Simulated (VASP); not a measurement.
# BaTiO3 (P4mm) in VASP: relaxation of shape and atoms at fixed volume with PBE+D3(BJ)

Aim: the relaxation of shape and atoms at fixed volume of BaTiO3 with PBE+D3(BJ).

Everything below comes from runs of VASP 6.6.1. Logs are shortened: lines on timing, memory, paths and dates and some standing lists are left out, and cuts for length are marked.

## (1) The cell of the first run

Symmetry: P4mm, No. 99, tetragonal system. The conventional cell has a = 4.020 Å, b = 4.020 Å, c = 4.358 Å, α = 90.00°, β = 90.00°, γ = 90.00°. Within 3.7 Å of Ba (site symmetry 4mm) lie 12 O at 2.83 to 3.10 Å and 8 Ti at 3.54 to 3.62 Å. Within 2.4 Å of Ti (site symmetry 4mm) lie 5 O at 1.81 to 2.03 Å. Within 2.4 Å of O (site symmetry 4mm) lie 1 Ti at 1.81 Å. Within 2.7 Å of O (site symmetry 2mm) lie 2 Ti at 2.03 Å.

## (2) Relaxation of shape and atoms at fixed volume, PBE+D3(BJ) (14.09 Å³/atom)

INCAR

```
SYSTEM = BaTiO3
PREC = Accurate ; ENCUT = 600
EDIFF = 1E-7 ; ISMEAR = 0
SIGMA = 0.02 ; LREAL = .False.
LASPH = .True. ; NELM = 120
ALGO = Normal ; ISIF = 4
LWAVE = .False. ; LCHARG = .False.
GGA = PE ; IVDW = 12
IBRION = 2 ; NSW = 50
EDIFFG = -0.01 ; GGA_COMPAT = .False.
NELMIN = 4
```

KPOINTS

```
Automatic mesh
0
Gamma
  8 8 8
  0 0 0
```

POSCAR

```
BaTiO3
1.0
    4.0204852735      0.0000000000      0.0000000000
    0.0000000000      4.0204852735      0.0000000000
    0.0000000000      0.0000000000      4.3576445342
Ba Ti O
1 1 3
Direct
    0.0000000000      0.0000000000     -0.0194082082
    0.5000000000      0.5000000000      0.4661240044
    0.5000000000      0.5000000000      0.0499486302
    0.5000000000      0.0000000000      0.5231677868
    0.0000000000      0.5000000000      0.5231677868
```

Potentials or basis: VASP PAW PBE potentials, release 64 (Ba_sv, Ti_sv, O).

On the command line:

```console
$ cat potpaw_PBE.64/Ba_sv/POTCAR potpaw_PBE.64/Ti_sv/POTCAR potpaw_PBE.64/O/POTCAR > POTCAR
$ mpirun -np 1 vasp_std > vasp.out
```

OUTCAR:

```text
SYSTEM = BaTiO3
   PREC = Accurate
   ENCUT = 600
   EDIFF = 1E-7
   ISMEAR = 0
   LREAL = .False.
   LASPH = .True.
   NELM = 120
   ISIF = 4
   GGA = PE
   IVDW = 12
   IBRION = 2
   NSW = 50
   EDIFFG = -0.01
   NELMIN = 4
 IVDW          = 12

 ion  position               nearest neighbor table
   1  0.000  0.000  0.981-   4 2.83   5 2.83   5 2.83   4 2.83   3 2.86   3 2.86   3 2.86   3 2.86
                             4 3.10   5 3.10   5 3.10   4 3.10   2 3.54   2 3.54   2 3.54   2 3.54
   2  0.500  0.500  0.466-   3 1.81   4 2.03   5 2.03   4 2.03   5 2.03   1 3.54   1 3.54   1 3.54
                             1 3.54   1 3.62   1 3.62   1 3.62   1 3.62
   3  0.500  0.500  0.050-   2 1.81   1 2.86   1 2.86   1 2.86   1 2.86
   4  0.500  0.000  0.523-   2 2.03   2 2.03   1 2.83   1 2.83   1 3.10   1 3.10
   5  0.000  0.500  0.523-   2 2.03   2 2.03   1 2.83   1 2.83   1 3.10   1 3.10

  LATTYP: Found a simple tetragonal cell.
 ALAT       =     4.0204852735
 C/A-ratio  =     1.0838603397

  Lattice vectors:

 A1 = (   4.0204852735,   0.0000000000,   0.0000000000)
 A2 = (   0.0000000000,   4.0204852735,   0.0000000000)
 A3 = (   0.0000000000,   0.0000000000,   4.3576445342)

Analysis of symmetry for initial positions (statically):
=====================================================================
 Subroutine PRICEL returns:
 Original cell was already a primitive cell.

 Routine SETGRP: Setting up the symmetry group for a
 simple tetragonal supercell.

 Subroutine GETGRP returns: Found  8 space group operations
 (whereof  8 operations were pure point group operations)
 out of a pool of 16 trial point group operations.

The static configuration has the point symmetry C_4v.

Analysis of symmetry for dynamics (positions and initial velocities):
=====================================================================
 Subroutine PRICEL returns:
 Original cell was already a primitive cell.

 Routine SETGRP: Setting up the symmetry group for a
 simple tetragonal supercell.

 Subroutine GETGRP returns: Found  8 space group operations
 (whereof  8 operations were pure point group operations)
 out of a pool of 16 trial point group operations.

The dynamic configuration has the point symmetry C_4v.

 Subroutine INISYM returns: Found  8 space group operations
 (whereof  8 operations are pure point group operations),
 and found     1 'primitive' translations

----------------------------------------------------------------------------------------

                                     Primitive cell

  volume of cell :      70.4383

  direct lattice vectors                    reciprocal lattice vectors
     4.020485274  0.000000000  0.000000000     0.248726194  0.000000000  0.000000000
     0.000000000  4.020485274  0.000000000     0.000000000  0.248726194  0.000000000
     0.000000000  0.000000000  4.357644534     0.000000000  0.000000000  0.229481774

  length of vectors
     4.020485274  4.020485274  4.357644534     0.248726194  0.248726194  0.229481774

  position of ions in fractional coordinates (direct lattice)
     0.000000000  0.000000000  0.980591792
     0.500000000  0.500000000  0.466124004
     0.500000000  0.500000000  0.049948630
     0.500000000  0.000000000  0.523167787
     0.000000000  0.500000000  0.523167787

  ion indices of the primitive-cell ions
   primitive index   ion index
                 1           1
                 2           2
                 3           3
                 4           4
                 5           5

----------------------------------------------------------------------------------------

 KPOINTS: Automatic mesh

Automatic generation of k-mesh.
 Grid dimensions read from file:
 generate k-points for:    8    8    8

 Generating k-lattice:

  Cartesian coordinates                     Fractional coordinates (reciprocal lattice)
     0.031090774  0.000000000  0.000000000     0.125000000  0.000000000  0.000000000
     0.000000000  0.031090774  0.000000000     0.000000000  0.125000000  0.000000000
     0.000000000  0.000000000  0.028685222     0.000000000  0.000000000  0.125000000

  Length of vectors
     0.031090774  0.031090774  0.028685222

  Shift w.r.t. Gamma in fractional coordinates (k-lattice)
     0.000000000  0.000000000  0.000000000

 Subroutine IBZKPT returns following result:
 ===========================================

 Found     75 irreducible k-points:

 Following reciprocal coordinates:
            Coordinates               Weight
  0.000000  0.000000  0.000000      1.000000
  0.125000  0.000000  0.000000      4.000000
  0.250000  0.000000  0.000000      4.000000
  0.375000  0.000000  0.000000      4.000000
  0.500000  0.000000  0.000000      2.000000
  0.125000  0.125000  0.000000      4.000000
[... 16 lines left out ...]
  0.375000  0.125000  0.125000     16.000000
  0.500000  0.125000  0.125000      8.000000
 [... further k-points ...]
   k-points           NKPTS =     75   k-points in BZ     NKDIM =     75   number of bands    NBANDS=     24
   number of dos      NEDOS =    301   number of ions     NIONS =      5
   total plane-waves  NPLWV =  36864
   dimension x,y,z NGX =    32 NGY =   32 NGZ =   36
   dimension x,y,z NGXF=    64 NGYF=   64 NGZF=   72
   ions per type =               1   1   3
   NGX,Y,Z   is equivalent  to a cutoff of  13.23, 13.23, 13.73 a.u.
   NGXF,Y,Z  is equivalent  to a cutoff of  26.46, 26.46, 27.47 a.u.
 SYSTEM =  BaTiO3
   PREC   = accura    normal or accurate (medium, high low for compatibility)
   ISTART =      0    job   : 0-new  1-cont  2-samecut
   ICHARG =      2    charge: 1-file 2-atom 10-const
   ISPIN  =      1    spin polarized calculation?
   LNONCOLLINEAR =      F non collinear calculations
   LSORBIT =      F    spin-orbit coupling
   LASPH  =      T    aspherical Exc in radial PAW
   ENCUT  =  600.0 eV  44.10 Ry    6.64 a.u.   8.03  8.03  8.70*2*pi/ulx,y,z
   NELM   =    120;   NELMIN=  4; NELMDL= -5     # of ELM steps
   EDIFF  = 0.1E-06   stopping-criterion for ELM
   LREAL  =      F    real-space projection
   EDIFFG = -.1E-01   stopping-criterion for IOM
   NSW    =     50    number of steps for IOM
   IBRION =      2    ionic relax: 0-MD 1-quasi-New 2-CG
   NFREE  =      1    steps in history (QN), initial steepest desc. (CG)
   ISIF   =      4    stress and relaxation
   ISYM   =      2    0-nonsym 1-usesym 2-fastsym
   POTIM  = 0.5000    time-step for ionic-motion
   TEBEG  =    0.0;   TEEND  =   0.0 temperature during run
   PSTRESS=    0.0 pullay stress
   NELECT =      40.0000    total number of electrons
   NUPDOWN=      -1.0000    fix difference up-down
   EMIN   =  10.00;   EMAX   =-10.00  energy-range for DOS
   EFERMI =   0.00;   METHOD = LEGACY
   ISMEAR =     0;   SIGMA  =   0.02  broadening in eV -4-tet -1-fermi 0-gaus
   EFERMI_NEDOS =   21; number of points for ismear=-14 and -15
   IALGO  =     38    algorithm
   IMIX   =      4    mixing-type and parameters
     AMIX     =   0.40;   BMIX     =  1.00
     AMIX_MAG =   1.60;   BMIX_MAG =  1.00
  volume/ion in A,a.u.               =      14.09        95.07
  Fermi-wavevector in a.u.,A,eV,Ry     =   1.355684  2.561872 25.005876  1.837880
  Thomas-Fermi vector in A             =   2.482751
   LORBIT       =      0    0 simple, 1 ext, 2 COOP (PROOUT), +10 PAW based schemes
   GGA     = PE    functional components
   LHFCALC =     F    Hartree Fock is set to
   AEXX    =    0.0000 exact exchange contribution
   IVDW    =    12    specifies the selected vdW correction
   LEPSILON=     F    determine dielectric tensor
   LRPA    =     F    only Hartree local field effects (RPA)
 conjugate gradient relaxation of ions
 non-spin polarized calculation
 Gauss-broadening in eV      SIGMA  =   0.02
  energy-cutoff  :      600.00
  volume of cell :       70.44
 maximum number of plane-waves:      2416
   NGX = 17   NGY = 17   NGZ = 17

--------------------------------------- Ionic step        1  -------------------------------------------

 number of electron      40.0000003 magnetization

 Free energy of the ion-electron system (eV)
  ---------------------------------------------------
  ext. energy  EPLUGINS =         0.00000000
  ---------------------------------------------------
  free energy    TOTEN  =       -40.02082944 eV

  energy without entropy =      -40.02082944  energy(sigma->0) =      -40.02082944

------------------------ aborting loop because EDIFF is reached ----------------------------------------

 Edisp (eV)   -1.20549

 E8    (eV) :    -0.5488

  FORCE on cell =-STRESS in cart. coord.  units (eV):
  Direction    XX          YY          ZZ          XY          YZ          ZX
  --------------------------------------------------------------------------------------
  -------------------------------------------------------------------------------------
  Total      -3.17794    -3.17794    -3.05874     0.00000     0.00000     0.00000
  in kB     -72.28499   -72.28499   -69.57348     0.00000     0.00000     0.00000
  external pressure =      -71.38 kB  Pullay stress =        0.00 kB
[... 106 lines left out ...]
  FREE ENERGIE OF THE ION-ELECTRON SYSTEM (eV)
  ---------------------------------------------------
  free  energy   TOTEN  =       -41.2291759234 eV

  energy  without entropy=      -41.2291759234  energy(sigma->0) =      -41.22917592

[... ionic steps 4 to 8 ...]

--------------------------------------- Ionic step        9  -------------------------------------------

 number of electron      39.9999991 magnetization

------------------------ aborting loop because EDIFF is reached ----------------------------------------

 Edisp (eV)   -1.20619

 E8    (eV) :    -0.5493
[... 75 lines left out ...]
  energy  without entropy=      -41.2339421294  energy(sigma->0) =      -41.23394213

--------------------------------------- Ionic step       11  -------------------------------------------

 number of electron      39.9999991 magnetization

 Free energy of the ion-electron system (eV)
  ---------------------------------------------------
  ext. energy  EPLUGINS =         0.00000000
  ---------------------------------------------------
  free energy    TOTEN  =       -40.02776997 eV

  energy without entropy =      -40.02776997  energy(sigma->0) =      -40.02776997

 E-fermi :   3.6296     XC(G=0): -10.7170

 val. band max:        3.5107524336   @ k =   0.5000   0.5000   0.5000
 cond. band min:       5.2783547086   @ k =   0.0000   0.0000   0.0000
 fundamental gap:      1.7676022751
 Fermi energy:         3.6296307104

 k-point     1 :       0.0000    0.0000    0.0000
  band No.  band energies     occupation
      1     -53.2666      2.00000
      2     -29.6528      2.00000
      3     -29.4454      2.00000
      4     -29.4454      2.00000
      5     -22.0392      2.00000
      6     -13.5481      2.00000
[... 637 lines left out ...]
     23       6.9122      0.00000
     24       7.7873      0.00000

 [... further k-points ...]

------------------------ aborting loop because EDIFF is reached ----------------------------------------

 Edisp (eV)   -1.20624

 E8    (eV) :    -0.5493

  FORCE on cell =-STRESS in cart. coord.  units (eV):
  Direction    XX          YY          ZZ          XY          YZ          ZX
  --------------------------------------------------------------------------------------
  -------------------------------------------------------------------------------------
  Total      -2.39784    -2.39784    -2.37913     0.00000     0.00000     0.00000
  in kB     -54.54092   -54.54092   -54.11520     0.00000     0.00000     0.00000
  external pressure =      -54.40 kB  Pullay stress =        0.00 kB
[... 20 lines left out ...]
  FREE ENERGIE OF THE ION-ELECTRON SYSTEM (eV)
  ---------------------------------------------------
  free  energy   TOTEN  =       -41.2340109942 eV

  energy  without entropy=      -41.2340109942  energy(sigma->0) =      -41.23401099

 reached required accuracy - stopping structural energy minimisation
```

It took 17 min on 1 thread of Oxide Virtual Turin-like, shared host; peak memory 0.29 GiB.

What came out:

```
Free energy                : -41.2340 eV
Energy gained by relaxing  : 1.5 meV/atom
Ionic steps                : 11
Pressure after relaxing    : -5.4 GPa
Band gap on the k mesh     : 1.77 eV (least direct gap 2.45 eV)
Dispersion energy per atom : -0.241 eV
```

Forces in eV/Å, atoms in the order of the input:
```
Ba   0.000  0.000  0.002
Ti   0.000  0.000  0.000
O    0.000  0.000  0.000
O    0.000  0.000 -0.001
O    0.000  0.000 -0.001
```

The path:
```csv
step,energy change (eV),largest force (eV/Å),pressure (GPa),volume (Å³)
1,0.0000,0.3033,-7.14,70.44
2,-0.0027,0.1426,-6.40,70.44
3,-0.0029,0.0715,-6.55,70.44
4,-0.0050,0.0268,-6.31,70.44
5,-0.0061,0.0601,-5.93,70.44
6,-0.0068,0.0468,-5.83,70.44
7,-0.0071,0.0614,-5.71,70.44
8,-0.0074,0.0531,-5.56,70.44
9,-0.0075,0.0830,-5.46,70.44
10,-0.0076,0.0456,-5.45,70.44
11,-0.0077,0.0024,-5.44,70.44
```

Final structure:
```cif
data_structure
_symmetry_space_group_name_H-M 'P 1'
_symmetry_Int_Tables_number 1
_cell_length_a 3.9869
_cell_length_b 3.9869
_cell_length_c 4.4313
_cell_angle_alpha 90.000
_cell_angle_beta 90.000
_cell_angle_gamma 90.000
_cell_volume 70.44
loop_
_atom_site_label
_atom_site_type_symbol
_atom_site_fract_x
_atom_site_fract_y
_atom_site_fract_z
_atom_site_occupancy
Ba1 Ba 0.00000 0.00000 0.97512 1
Ti1 Ti 0.50000 0.50000 0.46222 1
O1 O 0.50000 0.50000 0.05742 1
O2 O 0.50000 0.00000 0.52412 1
O3 O 0.00000 0.50000 0.52412 1
```

Caveat: spin-orbit coupling is left out, which moves the levels of the heavy elements. A k mesh can miss the band edges.
